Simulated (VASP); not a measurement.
# Ga (I4/mmm) in VASP: notebook

The runs below take Ga through single point, with PBEsol.

All numbers are computed with VASP 6.6.1; they aren't measurements. Logs are shortened: lines on timing, memory, paths and dates and some standing lists are left out, and cuts for length are marked.

**1. The cell of the first run**

The structure is tetragonal, space group I4/mmm (No. 139). The conventional cell has a = 2.568 Å, b = 2.568 Å, c = 4.113 Å, α = 90.00°, β = 90.00°, γ = 90.00°. Within 3.4 Å of Ga (site symmetry 4/mmm) lie 12 Ga at 2.57 to 2.74 Å.

**2. Single point, PBEsol**

The input, INCAR:

```
PREC = Accurate ; ENCUT = 520
EDIFF = 1E-6 ; ISMEAR = -1
SIGMA = 0.05 ; LREAL = False
LASPH = True ; NELM = 60
ALGO = Fast ; ISIF = 2
LWAVE = False ; LCHARG = False
GGA = PS ; NBANDS = 12
```

The input, KPOINTS:

```
regular mesh
0
Gamma
  13 13 13
```

The input, POSCAR:

```
Ga
1.0
   -1.2842099464      1.2842099464      2.0564390232
    1.2842099464     -1.2842099464      2.0564390232
    1.2842099464      1.2842099464     -2.0564390232
Ga
1
Direct
    0.0000000000      0.0000000000      0.0000000000
```

Potentials or basis: VASP PAW PBE potentials, release 64 (Ga_d).

Launch:

```console
$ cat potpaw_PBE.64/Ga_d/POTCAR > POTCAR
$ mpirun -np 1 vasp_std > vasp.out
```

OUTCAR:

```text
PREC = Accurate
   ENCUT = 520
   EDIFF = 1E-6
   ISMEAR = -1
   LREAL = False
   LASPH = True
   NELM = 60
   ISIF = 2
   GGA = PS

 ion  position               nearest neighbor table
   1  0.000  0.000  0.000-

  LATTYP: Found a body centered tetragonal cell.
 ALAT       =     2.5684198928
 C/A-ratio  =     1.6013261920

  Lattice vectors:

 A1 = (  -1.2842099464,   1.2842099464,   2.0564390232)
 A2 = (   1.2842099464,  -1.2842099464,   2.0564390232)
 A3 = (   1.2842099464,   1.2842099464,  -2.0564390232)

Analysis of symmetry for initial positions (statically):
=====================================================================
 Subroutine PRICEL returns:
 Original cell was already a primitive cell.

 Routine SETGRP: Setting up the symmetry group for a
 body centered tetragonal supercell.

 Subroutine GETGRP returns: Found 16 space group operations
 (whereof 16 operations were pure point group operations)
 out of a pool of 16 trial point group operations.

The static configuration has the point symmetry D_4h.

Analysis of symmetry for dynamics (positions and initial velocities):
=====================================================================
 Subroutine PRICEL returns:
 Original cell was already a primitive cell.

 Routine SETGRP: Setting up the symmetry group for a
 body centered tetragonal supercell.

 Subroutine GETGRP returns: Found 16 space group operations
 (whereof 16 operations were pure point group operations)
 out of a pool of 16 trial point group operations.

The dynamic configuration has the point symmetry D_4h.

 Subroutine INISYM returns: Found 16 space group operations
 (whereof 16 operations are pure point group operations),
 and found     1 'primitive' translations

----------------------------------------------------------------------------------------

                                     Primitive cell

  volume of cell :      13.5659

  direct lattice vectors                    reciprocal lattice vectors
    -1.284209946  1.284209946  2.056439023     0.000000000  0.389344438  0.243138743
     1.284209946 -1.284209946  2.056439023     0.389344438  0.000000000  0.243138743
     1.284209946  1.284209946 -2.056439023     0.389344438  0.389344438  0.000000000

  length of vectors
     2.743598336  2.743598336  2.743598336     0.459026731  0.459026731  0.550616185

  position of ions in fractional coordinates (direct lattice)
     0.000000000  0.000000000  0.000000000

  ion indices of the primitive-cell ions
   primitive index   ion index
                 1           1

----------------------------------------------------------------------------------------

 KPOINTS: regular mesh

Automatic generation of k-mesh.
 Grid dimensions read from file:
 generate k-points for:   13   13   13

 Generating k-lattice:

  Cartesian coordinates                     Fractional coordinates (reciprocal lattice)
     0.000000000  0.029949572  0.018702980     0.076923077  0.000000000  0.000000000
     0.029949572  0.000000000  0.018702980     0.000000000  0.076923077  0.000000000
     0.029949572  0.029949572  0.000000000     0.000000000  0.000000000  0.076923077

  Length of vectors
     0.035309749  0.035309749  0.042355091

  Shift w.r.t. Gamma in fractional coordinates (k-lattice)
     0.000000000  0.000000000  0.000000000

 Subroutine IBZKPT returns following result:
 ===========================================

 Found    196 irreducible k-points:

 Following reciprocal coordinates:
            Coordinates               Weight
  0.000000  0.000000  0.000000      1.000000
  0.076923 -0.000000  0.000000      8.000000
  0.153846 -0.000000  0.000000      8.000000
  0.230769 -0.000000  0.000000      8.000000
  0.307692 -0.000000  0.000000      8.000000
  0.384615 -0.000000  0.000000      8.000000
[... 16 lines left out ...]
  0.384615  0.153846  0.000000     16.000000
  0.461538  0.153846 -0.000000     16.000000
 [... further k-points ...]
   k-points           NKPTS =    196   k-points in BZ     NKDIM =    196   number of bands    NBANDS=     12
   number of dos      NEDOS =    301   number of ions     NIONS =      1
   total plane-waves  NPLWV =   8000
   dimension x,y,z NGX =    20 NGY =   20 NGZ =   20
   dimension x,y,z NGXF=    40 NGYF=   40 NGZF=   40
   ions per type =               1
   NGX,Y,Z   is equivalent  to a cutoff of  12.12, 12.12, 12.12 a.u.
   NGXF,Y,Z  is equivalent  to a cutoff of  24.24, 24.24, 24.24 a.u.
 SYSTEM =  unknown system
   PREC   = accura    normal or accurate (medium, high low for compatibility)
   ISTART =      0    job   : 0-new  1-cont  2-samecut
   ICHARG =      2    charge: 1-file 2-atom 10-const
   ISPIN  =      1    spin polarized calculation?
   LNONCOLLINEAR =      F non collinear calculations
   LSORBIT =      F    spin-orbit coupling
   LASPH  =      T    aspherical Exc in radial PAW
   ENCUT  =  520.0 eV  38.22 Ry    6.18 a.u.   5.10  5.10  5.10*2*pi/ulx,y,z
   NELM   =     60;   NELMIN=  2; NELMDL= -5     # of ELM steps
   EDIFF  = 0.1E-05   stopping-criterion for ELM
   LREAL  =      F    real-space projection
   EDIFFG = 0.1E-04   stopping-criterion for IOM
   NSW    =      0    number of steps for IOM
   IBRION =     -1    ionic relax: 0-MD 1-quasi-New 2-CG
   NFREE  =      0    steps in history (QN), initial steepest desc. (CG)
   ISIF   =      2    stress and relaxation
   ISYM   =      2    0-nonsym 1-usesym 2-fastsym
   POTIM  = 0.5000    time-step for ionic-motion
   TEBEG  =    0.0;   TEEND  =   0.0 temperature during run
   PSTRESS=    0.0 pullay stress
   NELECT =      13.0000    total number of electrons
   NUPDOWN=      -1.0000    fix difference up-down
   EMIN   =  10.00;   EMAX   =-10.00  energy-range for DOS
   EFERMI =   0.00;   METHOD = LEGACY
   ISMEAR =    -1;   SIGMA  =   0.05  broadening in eV -4-tet -1-fermi 0-gaus
   EFERMI_NEDOS =   21; number of points for ismear=-14 and -15
   IALGO  =     68    algorithm
   IMIX   =      4    mixing-type and parameters
     AMIX     =   0.40;   BMIX     =  1.00
     AMIX_MAG =   1.60;   BMIX_MAG =  1.00
  volume/ion in A,a.u.               =      13.57        91.55
  Fermi-wavevector in a.u.,A,eV,Ry     =   1.614012  3.050040 35.443632  2.605033
  Thomas-Fermi vector in A             =   2.708989
   LORBIT       =      0    0 simple, 1 ext, 2 COOP (PROOUT), +10 PAW based schemes
   GGA     = PS    functional components
   LHFCALC =     F    Hartree Fock is set to
   AEXX    =    0.0000 exact exchange contribution
   IVDW    =     0    specifies the selected vdW correction
   LEPSILON=     F    determine dielectric tensor
   LRPA    =     F    only Hartree local field effects (RPA)
 non-spin polarized calculation
 RMM-DIIS sequential band-by-band and
  energy-cutoff  :      520.00
  volume of cell :       13.57
 maximum number of plane-waves:       378
   NGX = 11   NGY = 11   NGZ = 11

 number of electron      12.9999997 magnetization

 Free energy of the ion-electron system (eV)
  ---------------------------------------------------
  ext. energy  EPLUGINS =         0.00000000
  ---------------------------------------------------
  free energy    TOTEN  =        -3.04302679 eV

  energy without entropy =       -3.04243469  energy(sigma->0) =       -3.04273074

 E-fermi :   9.1213     XC(G=0): -12.9192

 val. band max:        8.9804927023   @ k =   0.2308   0.2308   0.2308
 cond. band min:       9.2564628343   @ k =  -0.3846  -0.4615   0.2308
 fundamental gap:      0.2759701321
 Fermi energy:         9.1212680702

 k-point     1 :       0.0000    0.0000    0.0000
  band No.  band energies     occupation
      1      -6.5301      2.00000
      2      -6.2687      2.00000
      3      -6.2687      2.00000
      4      -6.2325      2.00000
      5      -5.9698      2.00000
      6      -4.9867      2.00000
      7      25.2693      0.00000
      8      25.2693      0.00000
      9      25.5739      0.00000
     10      26.9244      0.00000
     11      28.3045      0.00000
     12      28.8490      0.00000

 k-point     2 :       0.0769   -0.0000    0.0000
  band No.  band energies     occupation
      1      -6.5155      2.00000
      2      -6.2782      2.00000
      3      -6.2555      2.00000
      4      -6.2263      2.00000
      5      -5.9787      2.00000
      6      -4.7918      2.00000
      7      22.5686      0.00000
      8      24.5941      0.00000
      9      24.9447      0.00000
     10      26.4719      0.00000
     11      28.7291      0.00000
     12      29.5241      0.00000

 k-point     3 :       0.1538   -0.0000    0.0000
  band No.  band energies     occupation
      1      -6.4925      2.00000
      2      -6.3176      2.00000
      3      -6.2232      2.00000
      4      -6.1892      2.00000
      5      -5.9989      2.00000
      6      -4.1935      2.00000
      7      18.5357      0.00000
      8      23.1314      0.00000
      9      24.3877      0.00000
     10      26.3886      0.00000
     11      27.1599      0.00000
     12      31.1097      0.00000
[... 286 lines left out ...]
 k-point    23 :       0.3846    0.1538    0.0000
  band No.  band energies     occupation
      1      -6.5323      2.00000
      2      -6.3852      2.00000
      3      -6.2551      2.00000
      4      -6.0244      2.00000
      5      -5.9128      2.00000
      6       1.9854      2.00000
      7       6.8095      2.00000
      8      17.2616      0.00000
      9      18.5093      0.00000
     10      23.8076      0.00000
     11      26.8900      0.00000
     12      32.2174      0.00000

 k-point    24 :       0.4615    0.1538   -0.0000
  band No.  band energies     occupation
      1      -6.5623      2.00000
      2      -6.3789      2.00000
      3      -6.2687      2.00000
      4      -6.0348      2.00000
      5      -5.8540      2.00000
      6       4.0079      2.00000
      7       4.4649      2.00000
      8      17.5627      0.00000
      9      18.5482      0.00000
     10      22.7664      0.00000
     11      27.0300      0.00000
     12      33.0065      0.00000

 [... further k-points ...]
[... 5 lines left out ...]
  --------------------------------------------------------------------------------------
  -------------------------------------------------------------------------------------
  Total        2.5530515      2.5530515      2.5538185      0.0000000      0.0000000      0.0000000
  in kB      301.5242727    301.5242727    301.6148512      0.0000000      0.0000000      0.0000000
  external PRESSURE =     301.5544655 kB  Pullay stress =       0.0000000 kB

 VOLUME and BASIS-vectors are now :
 -----------------------------------------------------------------------------
  energy-cutoff  :      520.00
  volume of cell :       13.57
      direct lattice vectors                 reciprocal lattice vectors
    -1.284209946  1.284209946  2.056439023     0.000000000  0.389344438  0.243138743
     1.284209946 -1.284209946  2.056439023     0.389344438  0.000000000  0.243138743
     1.284209946  1.284209946 -2.056439023     0.389344438  0.389344438  0.000000000

 POSITION                                       TOTAL-FORCE (eV/Angst)
 -----------------------------------------------------------------------------------
      0.00000      0.00000      0.00000         0.000000      0.000000      0.000000
 -----------------------------------------------------------------------------------
    total drift:                                0.000000     -0.000000      0.000000

  FREE ENERGIE OF THE ION-ELECTRON SYSTEM (eV)
  ---------------------------------------------------
  free  energy   TOTEN  =        -3.0430267870 eV

  energy  without entropy=       -3.0424346930  energy(sigma->0) =       -3.04273074
```

Wall time 18 s (1 thread of Intel Xeon Platinum 8488C (Sapphire Rapids), shared host); peak memory 0.14 GiB.

What came out:

| Item | Value |
| --- | --- |
| Free energy | -3.0430 eV |
| Pressure | 30.2 GPa |

Caveat: the PAW data sets were made with another functional, which shifts forces and pressure a little.

**3. Single point, PBEsol**

This run uses another cell than the first one, of 14.39 Å³/atom, 1.061 times its volume.

The input, INCAR:

```
SYSTEM = Ga
ALGO = Normal
EDIFF = 1E-6
ENCUT = 520
GGA = PS
ISIF = 2
ISMEAR = -1
LASPH = .True.
LCHARG = .False.
LREAL = .False.
LWAVE = .False.
NBANDS = 12
NELM = 60
PREC = Accurate
SIGMA = 0.05
```

The input, KPOINTS:

```
k-points
0
Gamma
  13 13 13
  0 0 0
```

The input, POSCAR:

```
Ga
1.0
   -1.3084174959      1.3084174959      2.1018146016
    1.3084174959     -1.3084174959      2.1018146016
    1.3084174959      1.3084174959     -2.1018146016
Ga
1
Direct
    0.0000000000      0.0000000000      0.0000000000
```

Potentials or basis: VASP PAW PBE potentials, release 64 (Ga_d).

Launch:

```console
$ cat potpaw_PBE.64/Ga_d/POTCAR > POTCAR
$ mpirun -np 1 vasp_std > vasp.out
```

It took 16 s on 1 thread of Intel Xeon Platinum 8488C (Sapphire Rapids), shared host; peak memory 0.15 GiB.

The run converged. Its results:

```yaml
Free_energy: -3.1717 eV
Pressure: 20.1 GPa
```

Levels at points of the mesh, in eV from the Fermi level:
```tsv
k point	band 2	band 3	band 4	band 5	band 6	band 7	band 8	band 9	band 10	band 11
(0.00, 0.00, 0.00)	-15.23	-15.23	-15.20	-14.96	-13.47	15.41	15.41	15.63	17.53	18.52
```

Caveat: the PAW data sets were made with another functional, which shifts forces and pressure a little.

**4. Single point, PBEsol**

This run uses another cell than the first one, of 15.57 Å³/atom, 1.148 times its volume.

The input, INCAR:

```
SYSTEM = Ga
PREC = Accurate
ENCUT = 520
EDIFF = 1E-7
ISMEAR = -1
SIGMA = 0.05
LREAL = .False.
LASPH = .True.
NELM = 80
ALGO = Fast
ISIF = 2
LWAVE = .False.
LCHARG = .False.
GGA = PS
NBANDS = 12
```

The input, KPOINTS:

```
Automatic mesh
0
Gamma
  13 13 13
  0 0 0
```

The input, POSCAR:

```
Ga
1.0
   -1.3404668980      1.3404668980      2.1663032933
    1.3404668980     -1.3404668980      2.1663032933
    1.3404668980      1.3404668980     -2.1663032933
Ga
1
Direct
    0.0000000000      0.0000000000      0.0000000000
```

Launch:

```console
$ cat potpaw_PBE.64/Ga_d/POTCAR > POTCAR
$ mpirun -np 1 vasp_std > vasp.out
```

Run time: 22 s. Hardware: 1 thread of Intel Xeon Platinum 8488C (Sapphire Rapids), shared host; peak memory 0.16 GiB.

It converged, with:

| Item | Value |
| --- | --- |
| Free energy | -3.2806 eV |
| Pressure | 10.1 GPa |

Levels at points of the mesh, in eV from the Fermi level:
| k point | band 4 | band 5 | band 6 | band 7 | band 8 | band 9 |
| --- | --- | --- | --- | --- | --- | --- |
| (0.00, 0.00, 0.00) | -15.02 | -14.81 | -12.67 | 14.47 | 14.47 | 14.57 |

Caveat: the PAW data sets were made with another functional, which shifts forces and pressure a little.

**5. Summary**

```tsv
cell	gap on the mesh (eV)	pressure (GPa)
a = 2.744 Å, angles 124.2, 124.2, 82.9°, 1 atom	none	30.2
a = 2.800 Å, angles 124.3, 124.3, 82.7°, 1 atom	none	20.1
a = 2.879 Å, angles 124.5, 124.5, 82.4°, 1 atom	none	10.1
```

Alike in all rows: task single point; level PBEsol; potentials or basis VASP PAW PBE potentials, release 64 (Ga_d); no spin polarisation; k mesh 13 × 13 × 13; cutoff (eV) 520; smearing fermi-dirac 0.05 eV.

Caveats: the PAW data sets were made with another functional, which shifts forces and pressure a little.

Total energies depend on the potentials used, so only differences within one code and one set of settings carry meaning.
